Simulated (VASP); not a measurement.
# Te2Mo (P6_3/mmc) in VASP: further runs

Runs on Te2Mo. Level: r2SCAN+rVV10. Tasks: single point.

Program: VASP 6.6.1. These are calculated values, not measurements. Logs are shortened: lines on timing, memory, paths and dates and some standing lists are left out, and cuts for length are marked.

## (1) The cell of the first run

Symmetry: P6_3/mmc, No. 194, hexagonal system. The conventional cell has a = 3.446 Å, b = 3.446 Å, c = 13.688 Å, α = 90.00°, β = 90.00°, γ = 120.00°. Te (site symmetry 3m) has 3 Mo at 2.66 Å and 7 Te at 3.45 to 3.53 Å within 3.6 Å. Mo (site symmetry -6m2) has 6 Te at 2.66 Å and 6 Mo at 3.45 Å within 3.5 Å.

## (2) Single point, r2SCAN+rVV10

Input file POSCAR:

```
Te2Mo
1.0
    3.4463798477      0.0000000000      0.0000000000
   -1.7231899238      2.9846524992      0.0000000000
    0.0000000000      0.0000000000     13.6883444487
Te Mo
4 2
Direct
    0.6666666667      0.3333333333      0.3790000000
    0.3333333333      0.6666666667      0.8790000000
    0.6666666667      0.3333333333      0.1210000000
    0.3333333333      0.6666666667      0.6210000000
    0.6666666667      0.3333333333      0.7500000000
    0.3333333333      0.6666666667      0.2500000000
```

Input file INCAR.step1:

```
SYSTEM = Te2Mo
ALGO = Normal
EDIFF = 1E-4
ENCUT = 520
GGA = PE
ISMEAR = -1
LASPH = .TRUE.
LCHARG = .FALSE.
LREAL = .FALSE.
LWAVE = .TRUE.
NBANDS = 35
NELM = 80
PREC = Accurate
SIGMA = 0.05
```

Input file INCAR.step2:

```
SYSTEM = Te2Mo
ALGO = Normal
BPARAM = 11.95
CPARAM = 0.0093
EDIFF = 1E-6
ENCUT = 520
ISIF = 2
ISMEAR = -1
ISTART = 1
IVDW_NL = 2
LASPH = .TRUE.
LCHARG = .FALSE.
LMIXTAU = .TRUE.
LREAL = .FALSE.
LUSE_VDW = .TRUE.
LWAVE = .FALSE.
METAGGA = R2SCAN
NBANDS = 35
NELM = 80
PREC = Accurate
SIGMA = 0.05
```

Input file KPOINTS:

```
k-points
0
G
  9 9 2
  0 0 0
```

Potentials or basis: VASP PAW PBE potentials, release 64 (Te, Mo_sv).

On the command line:

```sh
cat potpaw_PBE.64/Te/POTCAR potpaw_PBE.64/Mo_sv/POTCAR > POTCAR
cp INCAR.step1 INCAR
mpirun -np 1 vasp_std > vasp.out
cp INCAR.step2 INCAR
mpirun -np 1 vasp_std > vasp.out
```

OUTCAR:

```text
SYSTEM = Te2Mo
   BPARAM = 11.95
   EDIFF = 1E-6
   ENCUT = 520
   ISIF = 2
   ISMEAR = -1
   ISTART = 1
   IVDW_NL = 2
   LASPH = .TRUE.
   LREAL = .FALSE.
   METAGGA = R2SCAN
   NELM = 80
   PREC = Accurate

 ion  position               nearest neighbor table
   1  0.667  0.333  0.379-   6 2.66   6 2.66   6 2.66   3 3.53
   2  0.333  0.667  0.879-   5 2.66   5 2.66   5 2.66   4 3.53
   3  0.667  0.333  0.121-   6 2.66   6 2.66   6 2.66   1 3.53
   4  0.333  0.667  0.621-   5 2.66   5 2.66   5 2.66   2 3.53
   5  0.667  0.333  0.750-   2 2.66   4 2.66   2 2.66   4 2.66   2 2.66   4 2.66
   6  0.333  0.667  0.250-   1 2.66   3 2.66   1 2.66   3 2.66   1 2.66   3 2.66

  LATTYP: Found a hexagonal cell.
 ALAT       =     3.4463798477
 C/A-ratio  =     3.9718037633

  Lattice vectors:

 A1 = (   3.4463798477,   0.0000000000,   0.0000000000)
 A2 = (  -1.7231899238,   2.9846524992,   0.0000000000)
 A3 = (   0.0000000000,   0.0000000000,  13.6883444487)

Analysis of symmetry for initial positions (statically):
=====================================================================
 Subroutine PRICEL returns:
 Original cell was already a primitive cell.

 Routine SETGRP: Setting up the symmetry group for a
 hexagonal supercell.

 Subroutine GETGRP returns: Found 24 space group operations
 (whereof 12 operations were pure point group operations)
 out of a pool of 24 trial point group operations.

The static configuration has the point symmetry D_3d.
 The point group associated with its full space group is D_6h.

Analysis of symmetry for dynamics (positions and initial velocities):
=====================================================================
 Subroutine PRICEL returns:
 Original cell was already a primitive cell.

 Routine SETGRP: Setting up the symmetry group for a
 hexagonal supercell.

 Subroutine GETGRP returns: Found 24 space group operations
 (whereof 12 operations were pure point group operations)
 out of a pool of 24 trial point group operations.

The dynamic configuration has the point symmetry D_3d.
 The point group associated with its full space group is D_6h.

 Subroutine INISYM returns: Found 24 space group operations
 (whereof 12 operations are pure point group operations),
 and found     1 'primitive' translations

[... 100 lines left out ...]
   NELM   =     80;   NELMIN=  2; NELMDL=  0     # of ELM steps
   EDIFF  = 0.1E-05   stopping-criterion for ELM
   LREAL  =      F    real-space projection
   EDIFFG = 0.1E-04   stopping-criterion for IOM
   NSW    =      0    number of steps for IOM
   IBRION =     -1    ionic relax: 0-MD 1-quasi-New 2-CG
   NFREE  =      0    steps in history (QN), initial steepest desc. (CG)
   ISIF   =      2    stress and relaxation
   ISYM   =      2    0-nonsym 1-usesym 2-fastsym
   POTIM  = 0.5000    time-step for ionic-motion
   TEBEG  =    0.0;   TEEND  =   0.0 temperature during run
   PSTRESS=    0.0 pullay stress
   NELECT =      52.0000    total number of electrons
   NUPDOWN=      -1.0000    fix difference up-down
   EMIN   =  10.00;   EMAX   =-10.00  energy-range for DOS
   EFERMI =   0.00;   METHOD = LEGACY
   ISMEAR =    -1;   SIGMA  =   0.05  broadening in eV -4-tet -1-fermi 0-gaus
   EFERMI_NEDOS =   21; number of points for ismear=-14 and -15
   IALGO  =     38    algorithm
   IMIX   =      4    mixing-type and parameters
     AMIX     =   0.40;   BMIX     =  1.00
     AMIX_MAG =   1.60;   BMIX_MAG =  1.00
  volume/ion in A,a.u.               =      23.47       158.36
  Fermi-wavevector in a.u.,A,eV,Ry     =   1.174555  2.219587 18.770316  1.379579
  Thomas-Fermi vector in A             =   2.310950
   LORBIT       =      0    0 simple, 1 ext, 2 COOP (PROOUT), +10 PAW based schemes
   METAGGA = R2SCAN    functional components
   LHFCALC =     F    Hartree Fock is set to
   AEXX    =    0.0000 exact exchange contribution
   IVDW_NL    =     2    kernel type
   BPARAM     =11.9500
   IVDW    =     0    specifies the selected vdW correction
   LEPSILON=     F    determine dielectric tensor
   LRPA    =     F    only Hartree local field effects (RPA)
 non-spin polarized calculation
  energy-cutoff  :      520.00
  volume of cell :      140.80
 maximum number of plane-waves:      3835
 NGX is ok and might be reduce to    28
   NGX = 13   NGY = 13   NGZ = 51

 number of electron      52.0000003 magnetization

 Free energy of the ion-electron system (eV)
  ---------------------------------------------------
  ext. energy  EPLUGINS =         0.00000000
  ---------------------------------------------------
  free energy    TOTEN  =      -154.20430892 eV

  energy without entropy =     -154.20429675  energy(sigma->0) =     -154.20430283

 E-fermi :   9.3295     XC(G=0): -11.3878

 val. band max:        8.9374730130   @ k =   0.0000   0.0000   0.0000
 cond. band min:       9.7733205307   @ k =   0.2222   0.2222   0.0000
 fundamental gap:      0.8358475177
 Fermi energy:         9.3294962755

 k-point     1 :       0.0000    0.0000    0.0000
  band No.  band energies     occupation
      1     -53.7998      2.00000
      2     -53.7998      2.00000
      3     -27.3070      2.00000
      4     -27.3070      2.00000
      5     -27.1320      2.00000
      6     -27.1320      2.00000
[... 901 lines left out ...]
     34      13.0909      0.00000
     35      14.2386      0.00000

------------------------ aborting loop because EDIFF is reached ----------------------------------------

  FORCE on cell =-STRESS in cart. coord.  units (eV):
  Direction    XX          YY          ZZ          XY          YZ          ZX
  --------------------------------------------------------------------------------------
  -------------------------------------------------------------------------------------
  Total        7.6492088      7.6492088      8.8175286      0.0000000      0.0000000      0.0000000
  in kB       87.0400752     87.0400752    100.3343441      0.0000000      0.0000000      0.0000000
  external PRESSURE =      91.4714982 kB  Pullay stress =       0.0000000 kB

 VOLUME and BASIS-vectors are now :
 -----------------------------------------------------------------------------
  energy-cutoff  :      520.00
  volume of cell :      140.80
      direct lattice vectors                 reciprocal lattice vectors
     3.446379848  0.000000000  0.000000000     0.290159543  0.167523690  0.000000000
    -1.723189924  2.984652499  0.000000000     0.000000000  0.335047380  0.000000000
     0.000000000  0.000000000 13.688344449     0.000000000  0.000000000  0.073054854

 POSITION                                       TOTAL-FORCE (eV/Angst)
 -----------------------------------------------------------------------------------
      1.72319      0.99488      5.18788         0.000000     -0.000000      0.954931
     -0.00000      1.98977     12.03205        -0.000000     -0.000000      0.954931
      1.72319      0.99488      1.65629         0.000000      0.000000     -0.954931
     -0.00000      1.98977      8.50046        -0.000000      0.000000     -0.954931
      1.72319      0.99488     10.26626        -0.000000     -0.000000      0.000000
     -0.00000      1.98977      3.42209         0.000000      0.000000      0.000000
 -----------------------------------------------------------------------------------
    total drift:                               -0.000000      0.000000     -0.000000

  FREE ENERGIE OF THE ION-ELECTRON SYSTEM (eV)
  ---------------------------------------------------
  free  energy   TOTEN  =      -154.2043089162 eV

  energy  without entropy=     -154.2042967483  energy(sigma->0) =     -154.20430283
```

OUTCAR.step1:

```text
SYSTEM = Te2Mo
   EDIFF = 1E-4
   ENCUT = 520
   GGA = PE
   ISMEAR = -1
   LASPH = .TRUE.
[... 1148 lines left out ...]
     -0.00000      1.98977      8.50046         0.000000     -0.000000     -1.143567
      1.72319      0.99488     10.26626         0.000000     -0.000000      0.000000
     -0.00000      1.98977      3.42209        -0.000000      0.000000      0.000000
 -----------------------------------------------------------------------------------
    total drift:                               -0.000000      0.000000     -0.000000

  FREE ENERGIE OF THE ION-ELECTRON SYSTEM (eV)
  ---------------------------------------------------
  free  energy   TOTEN  =       -35.6204557312 eV

  energy  without entropy=      -35.6204124444  energy(sigma->0) =      -35.62043409
```

OSZICAR.step1:

```text
N       E                     dE             d eps       ncg     rms          rms(c)
DAV:   1     0.416201746848E+03    0.41620E+03   -0.27097E+04  1888   0.135E+03
DAV:   2    -0.150119232278E+02   -0.43121E+03   -0.41842E+03  2069   0.328E+02
DAV:   3    -0.363042215766E+02   -0.21292E+02   -0.20851E+02  2071   0.648E+01
DAV:   4    -0.367482329827E+02   -0.44401E+00   -0.44290E+00  1980   0.939E+00
DAV:   5    -0.367586469140E+02   -0.10414E-01   -0.10412E-01  2102   0.147E+00    0.247E+01
DAV:   6    -0.359551876538E+02    0.80346E+00   -0.40120E+00  1840   0.112E+01    0.948E+00
DAV:   7    -0.359322632952E+02    0.22924E-01   -0.31075E+00  1751   0.834E+00    0.582E+00
DAV:   8    -0.356188762892E+02    0.31339E+00   -0.80989E-01  1752   0.494E+00    0.279E+00
DAV:   9    -0.356263338655E+02   -0.74576E-02   -0.14192E-01  1978   0.170E+00    0.131E+00
DAV:  10    -0.356203262435E+02    0.60076E-02   -0.29359E-02  1827   0.101E+00    0.422E-01
DAV:  11    -0.356205052160E+02   -0.17897E-03   -0.12464E-03  1832   0.183E-01    0.185E-01
DAV:  12    -0.356204557312E+02    0.49485E-04   -0.19465E-04  1358   0.614E-02
   1 F= -.35620456E+02 E0= -.35620434E+02  d E =-.432868E-04
```

It took 19 min on 1 thread of AMD EPYC 7R13, shared host; peak memory 0.63 GiB.

Results:

* Free energy: -154.2043 eV
* Pressure: 9.1 GPa
* Largest force: 0.955 eV/Å
* Band gap on the k mesh: 0.84 eV (least direct gap 1.23 eV)

Forces in eV/Å, atoms in the order of the input:
```
Te   0.000  0.000  0.955
Te   0.000  0.000  0.955
Te   0.000  0.000 -0.955
Te   0.000  0.000 -0.955
Mo   0.000  0.000  0.000
Mo   0.000  0.000  0.000
```

Stress tensor (GPa, compression positive):
```
 8.70  0.00  0.00
 0.00  8.70  0.00
 0.00  0.00 10.03
```

Levels at points of the mesh, in eV from the valence-band top:
| k point | band 23 | band 24 | band 25 | band 26 | band 27 | band 28 | band 29 | band 30 |
| --- | --- | --- | --- | --- | --- | --- | --- | --- |
| (0.00, 0.00, 0.00) | -1.23 | -1.23 | -0.38 | 0.00 | 3.25 | 3.25 | 3.40 | 3.40 |
| (0.00, 0.00, 0.50) | -1.25 | -1.25 | -0.10 | -0.10 | 3.29 | 3.29 | 3.29 | 3.29 |

Caveat: the cell stands under pressure; the PAW data sets were made with another functional, which shifts forces and pressure a little; spin-orbit coupling is left out, which moves the levels of the heavy elements. r2SCAN opens gaps a little over a GGA but as a rule still falls short of measured ones.

(Continued in part 2 of 2.)
